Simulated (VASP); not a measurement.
A run of VASP 6.6.1 is set up as follows.

File INCAR:

```
PREC = Accurate ; ENCUT = 520
EDIFF = 1E-6 ; ISMEAR = 0
SIGMA = 0.01 ; LREAL = F
LASPH = T ; NELM = 60
ALGO = Normal ; ISIF = 2
LWAVE = F ; LCHARG = T
GGA = CA ; LELF = T
LVHAR = T ; NBANDS = 15
```

The input KPOINTS:

```
Automatic mesh
0
Gamma
  8 8 8
```

The input POSCAR:

```
CaO
1.0
    0.0000000000      2.6067317390      2.6067317390
    2.6067317390      0.0000000000      2.6067317390
    2.6067317390      2.6067317390      0.0000000000
Ca O
1 1
Direct
    0.0000000000      0.0000000000      0.0000000000
    0.2500000000      0.2500000000      0.2500000000
```

Potentials or basis: VASP PAW LDA potentials, release 64 (Ca_sv, O).

The run is started by

```bash
$ cat potpaw_LDA.64/Ca_sv/POTCAR potpaw_LDA.64/O/POTCAR > POTCAR
$ mpirun -np 1 vasp_std > vasp.out
```

Task: Estimate the band gap on the k mesh.

Result: 3.14 eV, indirect (least direct gap 3.78 eV).

Task: Predict the pressure.

Result: -3.9 GPa.

A k mesh can miss the band edges.
